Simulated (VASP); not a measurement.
# Ge4N in VASP: notebook

Ge4N is run at these levels: PBE; tasks: single point.

Everything below comes from runs of VASP 6.6.1. Logs are shortened: lines on timing, memory, paths and dates and some standing lists are left out, and cuts for length are marked.

### Step 1. The cell of the first run

The cell holds a slab with vacuum, 5 atoms: a = 4.074 Å, b = 4.074 Å, c = 19.856 Å, α = 90.00°, β = 90.00°, γ = 90.00°.

### Step 2. Single point, PBE

Contents of INCAR:

```
PREC = Accurate ; ENCUT = 520
EDIFF = 1E-6 ; ISMEAR = 0
SIGMA = 0.1 ; LREAL = False
LASPH = True ; NELM = 100
ALGO = Normal ; ISIF = 2
LWAVE = False ; LCHARG = False
LDIPOL = True ; IDIPOL = 3
DIPOL = 0.5 0.5 0.337 ; GGA = PE
NBANDS = 38
```

Contents of KPOINTS:

```
Automatic mesh
0
Gamma
  7 7 1
```

Contents of POSCAR:

```
Ge4N
1.0
    4.0740542166      0.0000000000      0.0000000000
    0.0000000000      4.0740542166      0.0000000000
    0.0000000000      0.0000000000     19.8557568530
Ge N
4 1
Direct
    0.0000000000      0.5000000000      0.2014529101
    0.0000000000      0.0000000000      0.2739958855
    0.5000000000      0.0000000000      0.3493666166
    0.5000000000      0.5000000000      0.4208228835
    0.6250000000      1.0000000000      0.4407798395
```

Potentials or basis: VASP PAW PBE potentials, release 64 (Ge_d, N).

Launch:

```sh
$ cat potpaw_PBE.64/Ge_d/POTCAR potpaw_PBE.64/N/POTCAR > POTCAR
$ mpirun -np 1 vasp_std > vasp.out
```

OUTCAR:

```text
PREC = Accurate
   ENCUT = 520
   EDIFF = 1E-6
   ISMEAR = 0
   LREAL = False
   LASPH = True
   NELM = 100
   ISIF = 2
   GGA = PE

 ion  position               nearest neighbor table
   1  0.000  0.500  0.201-   2 2.49   2 2.49
   2  0.000  0.000  0.274-   1 2.49   1 2.49   3 2.53   3 2.53
   3  0.500  0.000  0.349-   5 1.89   4 2.48   4 2.48   2 2.53   2 2.53
   4  0.500  0.500  0.421-   5 2.14   5 2.14   3 2.48   3 2.48
   5  0.625  0.000  0.441-   3 1.89   4 2.14   4 2.14

  LATTYP: Found a simple tetragonal cell.
 ALAT       =     4.0740542166
 C/A-ratio  =     4.8737095280

  Lattice vectors:

 A1 = (   4.0740542166,   0.0000000000,   0.0000000000)
 A2 = (   0.0000000000,   4.0740542166,   0.0000000000)
 A3 = (   0.0000000000,   0.0000000000,  19.8557568530)

Analysis of symmetry for initial positions (statically):
=====================================================================
 Subroutine PRICEL returns:
 Original cell was already a primitive cell.

 Routine SETGRP: Setting up the symmetry group for a
 simple tetragonal supercell.

 Subroutine GETGRP returns: Found  2 space group operations
 (whereof  2 operations were pure point group operations)
 out of a pool of 16 trial point group operations.

The static configuration has the point symmetry C_1h.

Analysis of symmetry for dynamics (positions and initial velocities):
=====================================================================
 Subroutine PRICEL returns:
 Original cell was already a primitive cell.

 Routine SETGRP: Setting up the symmetry group for a
 simple tetragonal supercell.

 Subroutine GETGRP returns: Found  2 space group operations
 (whereof  2 operations were pure point group operations)
 out of a pool of 16 trial point group operations.

The dynamic configuration has the point symmetry C_1h.

 Subroutine INISYM returns: Found  2 space group operations
 (whereof  2 operations are pure point group operations),
 and found     1 'primitive' translations

----------------------------------------------------------------------------------------

                                     Primitive cell

  volume of cell :     329.5642

  direct lattice vectors                    reciprocal lattice vectors
     4.074054217  0.000000000  0.000000000     0.245455742  0.000000000  0.000000000
     0.000000000  4.074054217  0.000000000     0.000000000  0.245455742  0.000000000
     0.000000000  0.000000000 19.855756853     0.000000000  0.000000000  0.050363228

  length of vectors
     4.074054217  4.074054217 19.855756853     0.245455742  0.245455742  0.050363228

  position of ions in fractional coordinates (direct lattice)
     0.000000000  0.500000000  0.201452910
     0.000000000  0.000000000  0.273995885
     0.500000000  0.000000000  0.349366617
     0.500000000  0.500000000  0.420822884
     0.625000000  0.000000000  0.440779840

  ion indices of the primitive-cell ions
   primitive index   ion index
                 1           1
                 2           2
                 3           3
                 4           4
                 5           5

----------------------------------------------------------------------------------------

 KPOINTS: Automatic mesh

Automatic generation of k-mesh.
 Grid dimensions read from file:
 generate k-points for:    7    7    1

 Generating k-lattice:

  Cartesian coordinates                     Fractional coordinates (reciprocal lattice)
     0.035065106  0.000000000  0.000000000     0.142857143  0.000000000  0.000000000
     0.000000000  0.035065106  0.000000000     0.000000000  0.142857143  0.000000000
     0.000000000  0.000000000  0.050363228     0.000000000  0.000000000  1.000000000

  Length of vectors
     0.035065106  0.035065106  0.050363228

  Shift w.r.t. Gamma in fractional coordinates (k-lattice)
     0.000000000  0.000000000  0.000000000

 Subroutine IBZKPT returns following result:
 ===========================================

 Found     16 irreducible k-points:

 Following reciprocal coordinates:
            Coordinates               Weight
  0.000000  0.000000  0.000000      1.000000
  0.142857  0.000000  0.000000      2.000000
  0.000000  0.142857  0.000000      2.000000
  0.285714  0.000000  0.000000      2.000000
  0.000000  0.285714  0.000000      2.000000
  0.428571  0.000000  0.000000      2.000000
[... 8 lines left out ...]
 -0.285714  0.428571  0.000000      4.000000
  0.428571  0.428571  0.000000      4.000000
   k-points           NKPTS =     16   k-points in BZ     NKDIM =     16   number of bands    NBANDS=     38
   number of dos      NEDOS =    301   number of ions     NIONS =      5
   total plane-waves  NPLWV = 135000
   dimension x,y,z NGX =    30 NGY =   30 NGZ =  150
   dimension x,y,z NGXF=    60 NGYF=   60 NGZF=  300
   ions per type =               4   1
   NGX,Y,Z   is equivalent  to a cutoff of  12.24, 12.24, 12.56 a.u.
   NGXF,Y,Z  is equivalent  to a cutoff of  24.48, 24.48, 25.12 a.u.
 SYSTEM =  unknown system
   PREC   = accura    normal or accurate (medium, high low for compatibility)
   ISTART =      0    job   : 0-new  1-cont  2-samecut
   ICHARG =      2    charge: 1-file 2-atom 10-const
   ISPIN  =      1    spin polarized calculation?
   LNONCOLLINEAR =      F non collinear calculations
   LSORBIT =      F    spin-orbit coupling
   LASPH  =      T    aspherical Exc in radial PAW
   ENCUT  =  520.0 eV  38.22 Ry    6.18 a.u.   7.58  7.58 36.92*2*pi/ulx,y,z
   NELM   =    100;   NELMIN=  2; NELMDL= -5     # of ELM steps
   EDIFF  = 0.1E-05   stopping-criterion for ELM
   LREAL  =      F    real-space projection
   EDIFFG = 0.1E-04   stopping-criterion for IOM
   NSW    =      0    number of steps for IOM
   IBRION =     -1    ionic relax: 0-MD 1-quasi-New 2-CG
   NFREE  =      0    steps in history (QN), initial steepest desc. (CG)
   ISIF   =      2    stress and relaxation
   ISYM   =      2    0-nonsym 1-usesym 2-fastsym
   POTIM  = 0.5000    time-step for ionic-motion
   TEBEG  =    0.0;   TEEND  =   0.0 temperature during run
   PSTRESS=    0.0 pullay stress
   NELECT =      61.0000    total number of electrons
   NUPDOWN=      -1.0000    fix difference up-down
   EMIN   =  10.00;   EMAX   =-10.00  energy-range for DOS
   EFERMI =   0.00;   METHOD = LEGACY
   ISMEAR =     0;   SIGMA  =   0.10  broadening in eV -4-tet -1-fermi 0-gaus
   EFERMI_NEDOS =   21; number of points for ismear=-14 and -15
   IALGO  =     38    algorithm
   IMIX   =      4    mixing-type and parameters
     AMIX     =   0.40;   BMIX     =  1.00
     AMIX_MAG =   1.60;   BMIX_MAG =  1.00
  volume/ion in A,a.u.               =      65.91       444.80
  Fermi-wavevector in a.u.,A,eV,Ry     =   0.932978  1.763073 11.843164  0.870448
  Thomas-Fermi vector in A             =   2.059632
   LORBIT       =      0    0 simple, 1 ext, 2 COOP (PROOUT), +10 PAW based schemes
   GGA     = PE    functional components
   LHFCALC =     F    Hartree Fock is set to
   AEXX    =    0.0000 exact exchange contribution
   IVDW    =     0    specifies the selected vdW correction
   LEPSILON=     F    determine dielectric tensor
   LRPA    =     F    only Hartree local field effects (RPA)
 non-spin polarized calculation
 Gauss-broadening in eV      SIGMA  =   0.10
  energy-cutoff  :      520.00
  volume of cell :      329.56
 maximum number of plane-waves:      8917
   NGX = 15   NGY = 15   NGZ = 73

 dipolmoment           0.000000      0.000000     -0.065650 electrons x Angstroem

 number of electron      60.9999944 magnetization

 dipolmoment           0.000000      0.000000      0.045720 electrons x Angstroem

 Free energy of the ion-electron system (eV)
  ---------------------------------------------------
  ext. energy  EPLUGINS =         0.00000000
  ---------------------------------------------------
  free energy    TOTEN  =       -21.57235554 eV

  energy without entropy =      -21.55243289  energy(sigma->0) =      -21.56239422

 E-fermi :  -2.2006     XC(G=0):  -3.8682

 val. band max:       -2.2233817811   @ k =   0.0000   0.2857   0.0000
 cond. band min:      -2.1713198135   @ k =   0.4286   0.0000   0.0000
 fundamental gap:      0.0520619676
 Fermi energy:        -2.2006325920

 k-point     1 :       0.0000    0.0000    0.0000
  band No.  band energies     occupation
      1     -27.1576      2.00000
      2     -27.1174      2.00000
      3     -27.0937      2.00000
      4     -27.0925      2.00000
      5     -27.0787      2.00000
      6     -26.8434      2.00000
[... 30 lines left out ...]
     37       2.1810      0.00000
     38       2.5159      0.00000

 k-point     2 :       0.1429    0.0000    0.0000
  band No.  band energies     occupation
      1     -27.1573      2.00000
      2     -27.1174      2.00000
      3     -27.0939      2.00000
      4     -27.0924      2.00000
      5     -27.0788      2.00000
      6     -26.8439      2.00000
[... 30 lines left out ...]
     37       2.4387      0.00000
     38       2.6120      0.00000

 k-point     3 :       0.0000    0.1429    0.0000
  band No.  band energies     occupation
      1     -27.1598      2.00000
      2     -27.1173      2.00000
      3     -27.0971      2.00000
      4     -27.0865      2.00000
      5     -27.0726      2.00000
      6     -26.8439      2.00000
[... 30 lines left out ...]
     37       2.1056      0.00000
     38       2.4433      0.00000

 k-point     4 :       0.2857    0.0000    0.0000
  band No.  band energies     occupation
      1     -27.1564      2.00000
      2     -27.1174      2.00000
      3     -27.0942      2.00000
      4     -27.0921      2.00000
      5     -27.0789      2.00000
      6     -26.8449      2.00000
[... 30 lines left out ...]
     37       2.8583      0.00000
     38       3.2326      0.00000
[... 375 lines left out ...]
      4     -27.0877      2.00000
      5     -27.0600      2.00000
      6     -26.8389      2.00000
[... 30 lines left out ...]
     37       2.7745      0.00000
     38       4.0830      0.00000

 k-point    15 :      -0.2857    0.4286    0.0000
  band No.  band energies     occupation
      1     -27.1561      2.00000
      2     -27.1129      2.00000
      3     -27.0975      2.00000
      4     -27.0895      2.00000
      5     -27.0576      2.00000
      6     -26.8238      2.00000
[... 30 lines left out ...]
     37       3.0039      0.00000
     38       3.3148      0.00000

 k-point    16 :       0.4286    0.4286    0.0000
  band No.  band energies     occupation
      1     -27.1555      2.00000
      2     -27.1130      2.00000
      3     -27.0978      2.00000
      4     -27.0897      2.00000
      5     -27.0574      2.00000
      6     -26.8232      2.00000
[... 30 lines left out ...]
     37       2.7440      0.00000
     38       3.3651      0.00000

------------------------ aborting loop because EDIFF is reached ----------------------------------------

 vacuum level on the upper side and lower side of the slab       (xc-potential included)         0.129        -0.328

  FORCE on cell =-STRESS in cart. coord.  units (eV):
  Direction    XX          YY          ZZ          XY          YZ          ZX
  --------------------------------------------------------------------------------------
  -------------------------------------------------------------------------------------
  Total       -1.6236391     -1.1829850      3.1198509      0.0000000      0.0000000      0.2293777
  in kB       -7.8933258     -5.7510847     15.1671635      0.0000000      0.0000000      1.1151202
  external PRESSURE =       0.5075843 kB  Pullay stress =       0.0000000 kB

 VOLUME and BASIS-vectors are now :
 -----------------------------------------------------------------------------
  energy-cutoff  :      520.00
  volume of cell :      329.56
      direct lattice vectors                 reciprocal lattice vectors
     4.074054217  0.000000000  0.000000000     0.245455742  0.000000000  0.000000000
     0.000000000  4.074054217  0.000000000     0.000000000  0.245455742  0.000000000
     0.000000000  0.000000000 19.855756853     0.000000000  0.000000000  0.050363228

 POSITION                                       TOTAL-FORCE (eV/Angst)
 -----------------------------------------------------------------------------------
      0.00000      2.03703      4.00000        -0.174504      0.000000     -0.195136
      0.00000      0.00000      5.44040         0.004562      0.000000      0.262712
      2.03703      0.00000      6.93694         0.300328      0.000000     -2.172407
      2.03703      2.03703      8.35576         0.098435      0.000000      2.114760
      2.54628      0.00000      8.75202        -0.228822      0.000000     -0.009929
 -----------------------------------------------------------------------------------
    total drift:                               -0.000159      0.000000      0.003173

  FREE ENERGIE OF THE ION-ELECTRON SYSTEM (eV)
  ---------------------------------------------------
  free  energy   TOTEN  =       -21.5723555447 eV

  energy  without entropy=      -21.5524328869  energy(sigma->0) =      -21.56239422

 vacuum level on the upper side and lower side of the slab         3.130         2.633
```

Wall time 3 min (1 thread of Intel Xeon 6975P-C (Granite Rapids), shared host); peak memory 0.44 GiB.

Results:

```
Free energy            : -21.5724 eV
Largest force          : 2.193 eV/Å
Band gap on the k mesh : zero (an odd number of electrons rules out a gap without spin polarisation)
```

Forces in eV/Å, atoms in the order of the input:
```
Ge  -0.175  0.000 -0.195
Ge   0.005  0.000  0.263
Ge   0.300  0.000 -2.172
Ge   0.098  0.000  2.115
N   -0.229  0.000 -0.010
```

Levels at points of the mesh, in eV from the Fermi level:
```
           k point  band 27  band 28  band 29  band 30  band 31  band 32  band 33  band 34
(0.00, 0.00, 0.00)    -2.48    -1.38    -1.27    -0.67     1.11     1.54     1.65     2.10
```

Caveat: an odd number of electrons without spin polarisation forces a metal; a magnetic or distorted state may lie lower.

### Step 3. Single point, PBE

Contents of INCAR:

```
ALGO = Normal ; DIPOL = 0.5 0.5 0.320
EDIFF = 1E-7 ; ENCUT = 520
GGA = PE ; IDIPOL = 3
ISIF = 2 ; ISMEAR = 0
LASPH = T ; LCHARG = F
LDIPOL = T ; LREAL = F
LWAVE = F ; NBANDS = 38
NELM = 80 ; PREC = Accurate
SIGMA = 0.1
```

Contents of KPOINTS:

```
k-points
0
Gamma
  7 7 1
```

Changes to POSCAR since step 2:

```diff
@@ -12,2 +12,2 @@
     0.5000000000      0.5000000000      0.4208228835
-    0.6250000000      1.0000000000      0.4407798395
+    1.0000000000      0.6250000000      0.3564577369
```

Potentials or basis: VASP PAW PBE potentials, release 64 (Ge_d, N).

Launch:

```sh
$ cat potpaw_PBE.64/Ge_d/POTCAR potpaw_PBE.64/N/POTCAR > POTCAR
$ mpirun -np 1 vasp_std > vasp.out
```

Run time: 3.4 min. Hardware: 1 thread of Intel Xeon 6975P-C (Granite Rapids), shared host; peak memory 0.45 GiB.

The run converged. Its results:

| Quantity | Value |
| --- | --- |
| Free energy | -21.0483 eV |
| Largest force | 1.067 eV/Å |
| Band gap on the k mesh | zero (an odd number of electrons rules out a gap without spin polarisation) |

Forces in eV/Å, atoms in the order of the input:
```
Ge   0.000  0.286  0.333
Ge   0.000 -1.056  0.151
Ge   0.000 -0.150 -0.434
Ge   0.000  0.492 -0.061
N    0.000  0.427  0.010
```

Levels at points of the mesh, in eV from the Fermi level:
```csv
k point,band 29,band 30,band 31,band 32,band 33,band 34
"(0.00, 0.00, 0.00)",-0.65,-0.27,-0.23,0.58,1.84,2.35
```

Caveat: an odd number of electrons without spin polarisation forces a metal; a magnetic or distorted state may lie lower.

The gap in the log of VASP goes by the Fermi energy; the results here count the filled bands.